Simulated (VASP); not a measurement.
# Cu2SnH4F2 (C2/m) in VASP: single point with PBE

Aim: the single point of Cu2SnH4F2 with PBE.

All numbers are computed with VASP 6.6.1; they aren't measurements. Logs are shortened: lines on timing, memory, paths and dates and some standing lists are left out, and cuts for length are marked.

### 1 The cell of the first run

It takes space group C2/m (No. 12, monoclinic). Conventional cell: a = 11.131 Å, b = 3.382 Å, c = 5.247 Å, α = 90.00°, β = 105.71°, γ = 90.00°. Sn (site symmetry 2/m) has 2 F at 2.08 Å and 4 Cu at 2.22 Å and 8 H at 2.80 to 2.83 Å within 2.9 Å. F (site symmetry m) has 3 H at 1.98 to 2.37 Å and 1 Sn at 2.08 Å within 2.6 Å. Cu (site symmetry m) has 2 H at 1.06 Å within 1.4 Å. Within 1.4 Å of H (site symmetry m) lie 1 Cu at 1.06 Å. H (site symmetry m) has 1 Cu at 1.06 Å within 1.4 Å.

### 2 Single point, PBE

Contents of POSCAR:

```
Cu2SnH4F2
1.0
    0.0000000000      3.3817140000      0.0000000000
    5.5654020000     -1.6908570000      0.0000000000
    1.4210420000      0.0000000000     -5.0511370000
Sn F Cu H
1 2 2 4
Direct
    0.0000000000      0.0000000000      0.0000000000
    0.8812000000      0.7624000000      0.7537000000
    0.1188000000      0.2376000000      0.2463000000
    0.6067000000      0.2134000000      0.7706000000
    0.3933000000      0.7866000000      0.2294000000
    0.6100000000      0.2200000000      0.5660000000
    0.3900000000      0.7800000000      0.4340000000
    0.7010000000      0.4020000000      0.7762000000
    0.2990000000      0.5980000000      0.2238000000
```

Contents of INCAR.step1:

```
SYSTEM = Cu2SnH4F2
ALGO = Normal
EDIFF = 1E-6
ENCUT = 520
GGA = PE
ISIF = 2
ISMEAR = 0
LASPH = .TRUE.
LCHARG = .TRUE.
LMAXMIX = 4
LREAL = .FALSE.
LWAVE = .FALSE.
NBANDS = 37
NELM = 100
PREC = Accurate
SIGMA = 0.0716
```

Contents of KPOINTS.step1:

```
k-points
0
G
  6 6 4
  0 0 0
```

Contents of INCAR.step2:

```
SYSTEM = Cu2SnH4F2
ALGO = Normal
EDIFF = 1E-6
ENCUT = 520
GGA = PE
ICHARG = 11
ISIF = 2
ISMEAR = -5
LASPH = .TRUE.
LCHARG = .FALSE.
LMAXMIX = 4
LORBIT = 11
LREAL = .FALSE.
LWAVE = .FALSE.
NEDOS = 1001
NELM = 100
PREC = Accurate
SIGMA = 0.0716
```

Contents of KPOINTS.step2:

```
k-points
0
G
  9 9 6
  0 0 0
```

Potentials or basis: VASP PAW PBE potentials, release 64 (Sn_d, F, Cu, H).

The run is started by

```console
cat potpaw_PBE.64/Sn_d/POTCAR potpaw_PBE.64/F/POTCAR potpaw_PBE.64/Cu/POTCAR potpaw_PBE.64/H/POTCAR > POTCAR
cp INCAR.step1 INCAR
cp KPOINTS.step1 KPOINTS
mpirun -np 1 vasp_std > vasp.out
cp INCAR.step2 INCAR
cp KPOINTS.step2 KPOINTS
mpirun -np 1 vasp_std > vasp.out
```

OUTCAR:

```text
SYSTEM = Cu2SnH4F2
   EDIFF = 1E-6
   ENCUT = 520
   GGA = PE
   ICHARG = 11
   ISIF = 2
   ISMEAR = -5
   LASPH = .TRUE.
   LORBIT = 11
   LREAL = .FALSE.
   NELM = 100
   PREC = Accurate

 ion  position               nearest neighbor table
   1  0.000  0.000  0.000-   2 2.08   3 2.08   4 2.22   5 2.22   4 2.22   5 2.22
   2  0.881  0.762  0.754-   1 2.08
   3  0.119  0.238  0.246-   1 2.08
   4  0.607  0.213  0.771-   8 1.06   6 1.06   1 2.22   1 2.22
   5  0.393  0.787  0.229-   9 1.06   7 1.06   1 2.22   1 2.22
   6  0.610  0.220  0.566-   4 1.06
   7  0.390  0.780  0.434-   5 1.06
   8  0.701  0.402  0.776-   4 1.06
   9  0.299  0.598  0.224-   5 1.06

  LATTYP: Found a base centered monoclinic cell.
 ALAT       =    11.1308040000
 B/A-ratio  =     0.3038157890
 C/A-ratio  =     0.4714145207
 COS(beta)  =    -0.2708179354

  Lattice vectors:

 A1 = (  -5.5654020000,  -1.6908570000,   0.0000000000)
 A2 = (  -5.5654020000,   1.6908570000,   0.0000000000)
 A3 = (   1.4210420000,   0.0000000000,  -5.0511370000)

Analysis of symmetry for initial positions (statically):
=====================================================================
 Subroutine PRICEL returns:
 Original cell was already a primitive cell.

 Routine SETGRP: Setting up the symmetry group for a
 base centered monoclinic supercell.

 Subroutine GETGRP returns: Found  4 space group operations
 (whereof  4 operations were pure point group operations)
 out of a pool of  4 trial point group operations.

The static configuration has the point symmetry C_2h.

Analysis of symmetry for dynamics (positions and initial velocities):
=====================================================================
 Subroutine PRICEL returns:
 Original cell was already a primitive cell.

 Routine SETGRP: Setting up the symmetry group for a
 base centered monoclinic supercell.

 Subroutine GETGRP returns: Found  4 space group operations
 (whereof  4 operations were pure point group operations)
 out of a pool of  4 trial point group operations.

The dynamic configuration has the point symmetry C_2h.

 Subroutine INISYM returns: Found  4 space group operations
 (whereof  4 operations are pure point group operations),
 and found     1 'primitive' translations

----------------------------------------------------------------------------------------

                                     Primitive cell

  volume of cell :      95.0654

  direct lattice vectors                    reciprocal lattice vectors
     0.000000000  3.381714000  0.000000000     0.089840770  0.295708034  0.025275004
     5.565402000 -1.690857000  0.000000000     0.179681540  0.000000000  0.050550008
     1.421042000  0.000000000 -5.051137000     0.000000000  0.000000000 -0.197975228

  length of vectors
     3.381714000  5.816588073  5.247222633     0.310086168  0.186656795  0.197975228

  position of ions in fractional coordinates (direct lattice)
     0.000000000  0.000000000  0.000000000
     0.881200000  0.762400000  0.753700000
     0.118800000  0.237600000  0.246300000
     0.606700000  0.213400000  0.770600000
     0.393300000  0.786600000  0.229400000
     0.610000000  0.220000000  0.566000000
     0.390000000  0.780000000  0.434000000
     0.701000000  0.402000000  0.776200000
     0.299000000  0.598000000  0.223800000

  ion indices of the primitive-cell ions
   primitive index   ion index
                 1           1
                 2           2
                 3           3
                 4           4
                 5           5
                 6           6
                 7           7
                 8           8
                 9           9

----------------------------------------------------------------------------------------

 KPOINTS: k-points

Automatic generation of k-mesh.
 Grid dimensions read from file:
 generate k-points for:    9    9    6

 Generating k-lattice:

  Cartesian coordinates                     Fractional coordinates (reciprocal lattice)
     0.009982308  0.032856448  0.002808334     0.111111111 -0.000000000  0.000000000
     0.019964616  0.000000000  0.005616668     0.000000000  0.111111111  0.000000000
     0.000000000  0.000000000 -0.032995871     0.000000000  0.000000000  0.166666667

  Length of vectors
     0.034454019  0.020739644  0.032995871

  Shift w.r.t. Gamma in fractional coordinates (k-lattice)
     0.000000000  0.000000000  0.000000000

 TETIRR: Found   1454 inequivalent tetrahedra from     2916

 Subroutine IBZKPT returns following result:
 ===========================================

 Found    140 irreducible k-points:

 Following reciprocal coordinates:
            Coordinates               Weight
  0.000000  0.000000  0.000000      1.000000
  0.111111  0.000000 -0.000000      4.000000
  0.222222 -0.000000  0.000000      4.000000
  0.333333 -0.000000  0.000000      4.000000
  0.444444 -0.000000  0.000000      4.000000
  0.000000  0.111111  0.000000      2.000000
[... 16 lines left out ...]
  0.333333  0.333333  0.000000      2.000000
  0.000000  0.444444  0.000000      2.000000
 [... further k-points ...]
   k-points           NKPTS =    140   k-points in BZ     NKDIM =    140   number of bands    NBANDS=     32
   number of dos      NEDOS =   1001   number of ions     NIONS =      9
   total plane-waves  NPLWV =  53760
   dimension x,y,z NGX =    28 NGY =   48 NGZ =   40
   dimension x,y,z NGXF=    56 NGYF=   96 NGZF=   80
   ions per type =               1   2   2   4
   NGX,Y,Z   is equivalent  to a cutoff of  13.76, 13.72, 12.67 a.u.
   NGXF,Y,Z  is equivalent  to a cutoff of  27.53, 27.44, 25.35 a.u.
 SYSTEM =  Cu2SnH4F2
   PREC   = accura    normal or accurate (medium, high low for compatibility)
   ISTART =      0    job   : 0-new  1-cont  2-samecut
   ICHARG =     11    charge: 1-file 2-atom 10-const
   ISPIN  =      1    spin polarized calculation?
   LNONCOLLINEAR =      F non collinear calculations
   LSORBIT =      F    spin-orbit coupling
   LASPH  =      T    aspherical Exc in radial PAW
   ENCUT  =  520.0 eV  38.22 Ry    6.18 a.u.   6.29 10.81  9.76*2*pi/ulx,y,z
   NELM   =    100;   NELMIN=  2; NELMDL=  0     # of ELM steps
   EDIFF  = 0.1E-05   stopping-criterion for ELM
   LREAL  =      F    real-space projection
[... 7 lines left out ...]
   TEBEG  =    0.0;   TEEND  =   0.0 temperature during run
   PSTRESS=    0.0 pullay stress
   NELECT =      54.0000    total number of electrons
   NUPDOWN=      -1.0000    fix difference up-down
   EMIN   =  10.00;   EMAX   =-10.00  energy-range for DOS
   EFERMI =   0.00;   METHOD = LEGACY
   ISMEAR =    -5;   SIGMA  =   0.07  broadening in eV -4-tet -1-fermi 0-gaus
   EFERMI_NEDOS =   21; number of points for ismear=-14 and -15
   IALGO  =     38    algorithm
   IMIX   =      4    mixing-type and parameters
     AMIX     =   0.40;   BMIX     =  1.00
     AMIX_MAG =   1.60;   BMIX_MAG =  1.00
  volume/ion in A,a.u.               =      10.56        71.28
  Fermi-wavevector in a.u.,A,eV,Ry     =   1.355809  2.562108 25.010481  1.838218
  Thomas-Fermi vector in A             =   2.482865
   LORBIT       =     11    0 simple, 1 ext, 2 COOP (PROOUT), +10 PAW based schemes
   GGA     = PE    functional components
   LHFCALC =     F    Hartree Fock is set to
   AEXX    =    0.0000 exact exchange contribution
   IVDW    =     0    specifies the selected vdW correction
   LEPSILON=     F    determine dielectric tensor
   LRPA    =     F    only Hartree local field effects (RPA)
 non-spin polarized calculation
 Fermi weights with tetrahedron method with Bloechl corrections
  energy-cutoff  :      520.00
  volume of cell :       95.07
 maximum number of plane-waves:      2582
 NGX is ok and might be reduce to    28

 number of electron      54.0000016 magnetization

 Free energy of the ion-electron system (eV)
  ---------------------------------------------------
  ext. energy  EPLUGINS =         0.00000000
  ---------------------------------------------------
  free energy    TOTEN  =       -13.14539744 eV

  energy without entropy =      -13.14539744  energy(sigma->0) =      -13.14539744

 E-fermi :   3.1400     XC(G=0):  -9.6768

 val. band max:        3.2813061470   @ k =   0.2222   0.3333  -0.0000
 cond. band min:       3.1506000046   @ k =   0.3333   0.2222   0.5000
 fundamental gap:     -0.1307061424
 Fermi energy:         3.1399575808

 k-point     1 :       0.0000    0.0000    0.0000
  band No.  band energies     occupation
      1     -19.8161      2.00000
      2     -19.1712      2.00000
      3     -18.4880      2.00000
      4     -18.3351      2.00000
      5     -18.0809      2.00000
      6     -18.0443      2.00000
[... 24 lines left out ...]
     31       8.7267      0.00000
     32      10.2328      0.00000

 k-point     2 :       0.1111    0.0000   -0.0000
  band No.  band energies     occupation
      1     -19.8106      2.00000
      2     -19.1669      2.00000
      3     -18.4924      2.00000
      4     -18.3131      2.00000
      5     -18.0808      2.00000
      6     -18.0515      2.00000
[... 24 lines left out ...]
     31       8.8788      0.00000
     32      10.7233      0.00000
[... 733 lines left out ...]
     31       8.7622      0.00000
     32      10.6355      0.00000

 k-point    24 :       0.0000    0.4444    0.0000
  band No.  band energies     occupation
      1     -19.8016      2.00000
      2     -19.1927      2.00000
      3     -18.4880      2.00000
      4     -18.3351      2.00000
      5     -18.0805      2.00000
      6     -18.0443      2.00000
[... 24 lines left out ...]
     31      10.0877      0.00000
     32      10.9849      0.00000

 [... further k-points ...]
[... 5 lines left out ...]
  --------------------------------------------------------------------------------------
  -------------------------------------------------------------------------------------
  Total       46.0724361     23.5568972     47.9628248      0.0000000      0.0000000      0.3906226
  in kB      776.4780719    397.0142594    808.3375850      0.0000000      0.0000000      6.5833263
  external PRESSURE =     660.6099721 kB  Pullay stress =       0.0000000 kB

 VOLUME and BASIS-vectors are now :
 -----------------------------------------------------------------------------
  energy-cutoff  :      520.00
  volume of cell :       95.07
      direct lattice vectors                 reciprocal lattice vectors
     0.000000000  3.381714000  0.000000000     0.089840770  0.295708034  0.025275004
     5.565402000 -1.690857000  0.000000000     0.179681540  0.000000000  0.050550008
     1.421042000  0.000000000 -5.051137000     0.000000000  0.000000000 -0.197975228

 POSITION                                       TOTAL-FORCE (eV/Angst)
 -----------------------------------------------------------------------------------
      0.00000      0.00000      0.00000         0.000000      0.000000      0.000000
      5.31410      1.69086     -3.80704        -0.919575      0.000000      0.552135
      1.67234      0.00000     -1.24410         0.919575      0.000000     -0.552135
      2.28271      1.69086     -3.89241       -12.301293     -0.000000    -13.990891
      4.70373     -0.00000     -1.15873        12.301293      0.000000     13.990891
      2.02870      1.69086     -2.85894        -2.145524     -0.000000     17.287574
      4.95775      0.00000     -2.19219         2.145524      0.000000    -17.287574
      3.34030      1.69086     -3.92069        17.822158     -0.000000      1.489673
      3.64614      0.00000     -1.13044       -17.822158      0.000000     -1.489673
 -----------------------------------------------------------------------------------
    total drift:                                0.000000     -0.000000     -0.000000

  FREE ENERGIE OF THE ION-ELECTRON SYSTEM (eV)
  ---------------------------------------------------
  free  energy   TOTEN  =       -13.1453974393 eV

  energy  without entropy=      -13.1453974393  energy(sigma->0) =      -13.14539744

 total charge

# of ion       s       p       d       tot
------------------------------------------
    1        1.271   1.342  10.230  12.843
    2        1.754   4.283   0.000   6.037
    3        1.754   4.283   0.000   6.037
    4        0.929   0.785   9.345  11.058
    5        0.929   0.785   9.345  11.058
    6        0.666   0.125   0.000   0.791
    7        0.666   0.125   0.000   0.791
    8        0.657   0.133   0.000   0.790
    9        0.657   0.133   0.000   0.790
--------------------------------------------------
tot          9.285  11.994  28.919  50.198
```

It took 3.5 min on 1 thread of AMD EPYC 9R45 (Zen 5), shared host; peak memory 0.5 GiB.

Results:

```
Valence electrons inside the program's atomic spheres : Sn 12.84; F 6.04; Cu 11.06; H 0.79
```

Caveat: atoms lie so close that the PAW spheres overlap strongly, which falsifies energies and pressures; spin-orbit coupling is left out, which moves the levels of the heavy elements.
